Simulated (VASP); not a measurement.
# AlN (Imm2) in VASP: further runs

Runs on AlN. Level: PBE. Tasks: single point.

Program: VASP 6.6.1. These are calculated values, not measurements. Logs are shortened: lines on timing, memory, paths and dates and some standing lists are left out, and cuts for length are marked.

**1. The cell of the first run**

Symmetry: Imm2, No. 44, orthorhombic system. Conventional cell: a = 3.114 Å, b = 3.114 Å, c = 4.403 Å, α = 90.00°, β = 90.00°, γ = 90.00°. Within 2.4 Å of Al (site symmetry mm2) lie 4 N at 1.84 to 1.98 Å. Within 2.4 Å of N (site symmetry mm2) lie 4 Al at 1.84 to 1.98 Å.

**2. Single point, PBE (all N atoms moved +0.125 Å, as atom 2 along Cartesian [1 0 0])**

INCAR reads:

```
PREC     = Accurate       # precision mode
ENCUT    = 520            # plane-wave cutoff, eV
EDIFF    = 1E-7           # SCF threshold, eV
ISMEAR   = 0              # smearing method
SIGMA    = 0.05           # smearing width, eV
LREAL    = F              # projectors in reciprocal space
LASPH    = T              # aspherical terms in the spheres
NELM     = 100            # most SCF steps
ALGO     = Normal         # electronic algorithm
ISIF     = 2              # what is computed and relaxed
LWAVE    = F              # write WAVECAR
LCHARG   = T              # write CHGCAR
GGA      = PE             # functional
LELF     = T              # ELF
LVHAR    = T            
NBANDS   = 11             # bands
```

KPOINTS reads:

```
regular mesh
0
Gamma
  10 10 10
```

POSCAR reads:

```
AlN
1.0
    0.0000000000      2.2015871044      2.2015871044
    2.2015871044      0.0000000000      2.2015871044
    2.2015871044      2.2015871044      0.0000000000
Al N
1 1
Direct
    0.0000000000      0.0000000000      0.0000000000
    0.7216113889      0.7783886111      0.7783886111
```

Potentials or basis: VASP PAW PBE potentials, release 64 (Al, N).

Run with:

```bash
> cat potpaw_PBE.64/Al/POTCAR potpaw_PBE.64/N/POTCAR > POTCAR
> mpirun -np 1 vasp_std > vasp.out
```

OUTCAR:

```text
PREC = Accurate
   ENCUT = 520
   EDIFF = 1E-7
   ISMEAR = 0
   LREAL = F
   LASPH = T
   NELM = 100
   ISIF = 2
   GGA = PE

 ion  position               nearest neighbor table
   1  0.000  0.000  0.000-   2 1.84   2 1.84   2 1.98   2 1.98
   2  0.722  0.778  0.778-   1 1.84   1 1.84   1 1.98   1 1.98

  LATTYP: Found a face centered cubic cell.
 ALAT       =     4.4031742088

  Lattice vectors:

 A1 = (   0.0000000000,   2.2015871044,   2.2015871044)
 A2 = (   2.2015871044,   0.0000000000,   2.2015871044)
 A3 = (   2.2015871044,   2.2015871044,   0.0000000000)

Analysis of symmetry for initial positions (statically):
=====================================================================
 Subroutine PRICEL returns:
 Original cell was already a primitive cell.

 Routine SETGRP: Setting up the symmetry group for a
 face centered cubic supercell.

 Subroutine GETGRP returns: Found  4 space group operations
 (whereof  4 operations were pure point group operations)
 out of a pool of 48 trial point group operations.

The static configuration has the point symmetry C_2v.

Analysis of symmetry for dynamics (positions and initial velocities):
=====================================================================
 Subroutine PRICEL returns:
 Original cell was already a primitive cell.

 Routine SETGRP: Setting up the symmetry group for a
 face centered cubic supercell.

 Subroutine GETGRP returns: Found  4 space group operations
 (whereof  4 operations were pure point group operations)
 out of a pool of 48 trial point group operations.

The dynamic configuration has the point symmetry C_2v.

 Subroutine INISYM returns: Found  4 space group operations
 (whereof  4 operations are pure point group operations),
 and found     1 'primitive' translations

----------------------------------------------------------------------------------------

                                     Primitive cell

  volume of cell :      21.3421

  direct lattice vectors                    reciprocal lattice vectors
     0.000000000  2.201587104  2.201587104    -0.227108888  0.227108888  0.227108888
     2.201587104  0.000000000  2.201587104     0.227108888 -0.227108888  0.227108888
     2.201587104  2.201587104  0.000000000     0.227108888  0.227108888 -0.227108888

  length of vectors
     3.113514342  3.113514342  3.113514342     0.393364134  0.393364134  0.393364134

  position of ions in fractional coordinates (direct lattice)
     0.000000000  0.000000000  0.000000000
     0.721611389  0.778388611  0.778388611

  ion indices of the primitive-cell ions
   primitive index   ion index
                 1           1
                 2           2

----------------------------------------------------------------------------------------

 KPOINTS: regular mesh

Automatic generation of k-mesh.
 Grid dimensions read from file:
 generate k-points for:   10   10   10

 Generating k-lattice:

  Cartesian coordinates                     Fractional coordinates (reciprocal lattice)
    -0.022710889  0.022710889  0.022710889     0.100000000  0.000000000  0.000000000
     0.022710889 -0.022710889  0.022710889     0.000000000  0.100000000  0.000000000
     0.022710889  0.022710889 -0.022710889     0.000000000  0.000000000  0.100000000

  Length of vectors
     0.039336413  0.039336413  0.039336413

  Shift w.r.t. Gamma in fractional coordinates (k-lattice)
     0.000000000  0.000000000  0.000000000

 Subroutine IBZKPT returns following result:
 ===========================================

 Found    171 irreducible k-points:

 Following reciprocal coordinates:
            Coordinates               Weight
  0.000000  0.000000  0.000000      1.000000
  0.100000  0.000000  0.000000      4.000000
  0.000000  0.100000  0.000000      4.000000
  0.200000  0.000000  0.000000      4.000000
  0.000000  0.200000  0.000000      4.000000
  0.300000  0.000000  0.000000      4.000000
[... 16 lines left out ...]
  0.000000  0.400000  0.100000      4.000000
  0.100000  0.000000  0.400000      8.000000
 [... further k-points ...]
   k-points           NKPTS =    171   k-points in BZ     NKDIM =    171   number of bands    NBANDS=     11
   number of dos      NEDOS =    301   number of ions     NIONS =      2
   total plane-waves  NPLWV =  13824
   dimension x,y,z NGX =    24 NGY =   24 NGZ =   24
   dimension x,y,z NGXF=    48 NGYF=   48 NGZF=   48
   ions per type =               1   1
   NGX,Y,Z   is equivalent  to a cutoff of  12.81, 12.81, 12.81 a.u.
   NGXF,Y,Z  is equivalent  to a cutoff of  25.63, 25.63, 25.63 a.u.
 SYSTEM =  unknown system
   PREC   = accura    normal or accurate (medium, high low for compatibility)
   ISTART =      0    job   : 0-new  1-cont  2-samecut
   ICHARG =      2    charge: 1-file 2-atom 10-const
   ISPIN  =      1    spin polarized calculation?
   LNONCOLLINEAR =      F non collinear calculations
   LSORBIT =      F    spin-orbit coupling
   LASPH  =      T    aspherical Exc in radial PAW
   ENCUT  =  520.0 eV  38.22 Ry    6.18 a.u.   5.79  5.79  5.79*2*pi/ulx,y,z
   NELM   =    100;   NELMIN=  2; NELMDL= -5     # of ELM steps
   EDIFF  = 0.1E-06   stopping-criterion for ELM
   LREAL  =      F    real-space projection
   EDIFFG = 0.1E-05   stopping-criterion for IOM
   NSW    =      0    number of steps for IOM
   IBRION =     -1    ionic relax: 0-MD 1-quasi-New 2-CG
   NFREE  =      0    steps in history (QN), initial steepest desc. (CG)
   ISIF   =      2    stress and relaxation
   ISYM   =      2    0-nonsym 1-usesym 2-fastsym
   POTIM  = 0.5000    time-step for ionic-motion
   TEBEG  =    0.0;   TEEND  =   0.0 temperature during run
   PSTRESS=    0.0 pullay stress
   NELECT =       8.0000    total number of electrons
   NUPDOWN=      -1.0000    fix difference up-down
   EMIN   =  10.00;   EMAX   =-10.00  energy-range for DOS
   EFERMI =   0.00;   METHOD = LEGACY
   ISMEAR =     0;   SIGMA  =   0.05  broadening in eV -4-tet -1-fermi 0-gaus
   EFERMI_NEDOS =   21; number of points for ismear=-14 and -15
   IALGO  =     38    algorithm
   IMIX   =      4    mixing-type and parameters
     AMIX     =   0.40;   BMIX     =  1.00
     AMIX_MAG =   1.60;   BMIX_MAG =  1.00
  volume/ion in A,a.u.               =      10.67        72.01
  Fermi-wavevector in a.u.,A,eV,Ry     =   1.180390  2.230614 18.957286  1.393321
  Thomas-Fermi vector in A             =   2.316684
   LORBIT       =      0    0 simple, 1 ext, 2 COOP (PROOUT), +10 PAW based schemes
   GGA     = PE    functional components
   LHFCALC =     F    Hartree Fock is set to
   AEXX    =    0.0000 exact exchange contribution
   IVDW    =     0    specifies the selected vdW correction
   LEPSILON=     F    determine dielectric tensor
   LRPA    =     F    only Hartree local field effects (RPA)
 non-spin polarized calculation
 Gauss-broadening in eV      SIGMA  =   0.05
  energy-cutoff  :      520.00
  volume of cell :       21.34
 maximum number of plane-waves:       589
   NGX = 11   NGY = 11   NGZ = 11

 number of electron       7.9999999 magnetization

 Free energy of the ion-electron system (eV)
  ---------------------------------------------------
  ext. energy  EPLUGINS =         0.00000000
  ---------------------------------------------------
  free energy    TOTEN  =       -14.74126750 eV

  energy without entropy =      -14.74126750  energy(sigma->0) =      -14.74126750

 E-fermi :   6.3585     XC(G=0): -10.8277

 val. band max:        6.0494074429   @ k =   0.0000   0.0000   0.0000
 cond. band min:       9.0334353143   @ k =   0.5000   0.5000   0.0000
 fundamental gap:      2.9840278714
 Fermi energy:         6.3584889757

 k-point     1 :       0.0000    0.0000    0.0000
  band No.  band energies     occupation
      1      -9.1043      2.00000
      2       5.4003      2.00000
      3       5.7542      2.00000
      4       6.0494      2.00000
      5       9.6946      0.00000
      6      18.0248      0.00000
      7      18.0868      0.00000
      8      18.1188      0.00000
      9      23.1305      0.00000
     10      23.2209      0.00000
     11      24.1134      0.00000

 k-point     2 :       0.1000    0.0000    0.0000
  band No.  band energies     occupation
      1      -8.9615      2.00000
      2       4.7167      2.00000
      3       5.6209      2.00000
      4       5.9942      2.00000
      5      10.3220      0.00000
      6      17.6141      0.00000
      7      18.1547      0.00000
      8      18.3750      0.00000
      9      21.8402      0.00000
     10      21.9476      0.00000
     11      24.0248      0.00000

 k-point     3 :       0.0000    0.1000    0.0000
  band No.  band energies     occupation
      1      -8.9633      2.00000
      2       5.0695      2.00000
      3       5.3522      2.00000
      4       5.8319      2.00000
      5      10.4011      0.00000
      6      17.5708      0.00000
      7      18.2226      0.00000
      8      18.2516      0.00000
      9      22.0806      0.00000
     10      22.1121      0.00000
     11      23.6015      0.00000

 k-point     4 :       0.2000    0.0000    0.0000
  band No.  band energies     occupation
      1      -8.5551      2.00000
      2       3.1991      2.00000
      3       5.4807      2.00000
      4       5.8571      2.00000
      5      11.4114      0.00000
      6      16.8034      0.00000
      7      18.0751      0.00000
      8      18.4192      0.00000
      9      21.3020      0.00000
     10      21.3334      0.00000
     11      23.0599      0.00000
[... 239 lines left out ...]
 k-point    22 :       0.4000    0.1000    0.0000
  band No.  band energies     occupation
      1      -7.4657      2.00000
      2       0.8270      2.00000
      3       5.0070      2.00000
      4       5.3040      2.00000
      5      12.7678      0.00000
      6      15.0997      0.00000
      7      17.1134      0.00000
      8      17.8233      0.00000
      9      21.7571      0.00000
     10      24.4708      0.00000
     11      24.8145      0.00000

 k-point    23 :       0.0000    0.4000    0.1000
  band No.  band energies     occupation
      1      -7.4886      2.00000
      2       1.0290      2.00000
      3       4.7843      2.00000
      4       5.1463      2.00000
      5      12.9151      0.00000
      6      15.1306      0.00000
      7      17.1360      0.00000
      8      17.6683      0.00000
      9      22.0037      0.00000
     10      24.3246      0.00000
     11      24.8959      0.00000

 k-point    24 :       0.1000    0.0000    0.4000
  band No.  band energies     occupation
      1      -7.4906      2.00000
      2       1.0504      2.00000
      3       4.7336      2.00000
      4       5.1733      2.00000
      5      12.9295      0.00000
      6      15.0973      0.00000
      7      17.1492      0.00000
      8      17.5974      0.00000
      9      22.1422      0.00000
     10      24.0209      0.00000
     11      25.2884      0.00000

 [... further k-points ...]
[... 5 lines left out ...]
  --------------------------------------------------------------------------------------
  -------------------------------------------------------------------------------------
  Total       -0.0393582      0.3238120      0.3238120      0.0000000      1.0270501      0.0000000
  in kB       -2.9546645     24.3089320     24.3089320      0.0000000     77.1018110      0.0000000
  external PRESSURE =      15.2210665 kB  Pullay stress =       0.0000000 kB

 VOLUME and BASIS-vectors are now :
 -----------------------------------------------------------------------------
  energy-cutoff  :      520.00
  volume of cell :       21.34
      direct lattice vectors                 reciprocal lattice vectors
     0.000000000  2.201587104  2.201587104    -0.227108888  0.227108888  0.227108888
     2.201587104  0.000000000  2.201587104     0.227108888 -0.227108888  0.227108888
     2.201587104  2.201587104  0.000000000     0.227108888  0.227108888 -0.227108888

 POSITION                                       TOTAL-FORCE (eV/Angst)
 -----------------------------------------------------------------------------------
      0.00000      0.00000      0.00000         1.685663     -0.000000     -0.000000
      3.42738      3.30238      3.30238        -1.685663      0.000000      0.000000
 -----------------------------------------------------------------------------------
    total drift:                               -0.000138     -0.000000     -0.000000

  FREE ENERGIE OF THE ION-ELECTRON SYSTEM (eV)
  ---------------------------------------------------
  free  energy   TOTEN  =       -14.7412675011 eV

  energy  without entropy=      -14.7412675011  energy(sigma->0) =      -14.74126750
```

It took 19 s on 1 thread of AMD EPYC 9R45 (Zen 5), shared host; peak memory 0.13 GiB.

Results:

| Property | Result |
| --- | --- |
| Free energy | -14.7413 eV |
| Pressure | 1.5 GPa |
| Largest force | 1.686 eV/Å |
| Band gap on the k mesh | 2.98 eV, indirect (least direct gap 3.65 eV) |

Forces in eV/Å, atoms in the order of the input:
```
Al   1.686  0.000  0.000
N   -1.686  0.000  0.000
```

Caveat: the cell differs from its parent crystal (all N atoms moved +0.125 Å, as atom 2 along Cartesian [1 0 0]); forces of over 1 eV/Å act on the atoms, so gaps and moduli don't describe the material at rest. A k mesh can miss the band edges.

(Part 1 of 2 ends here.)
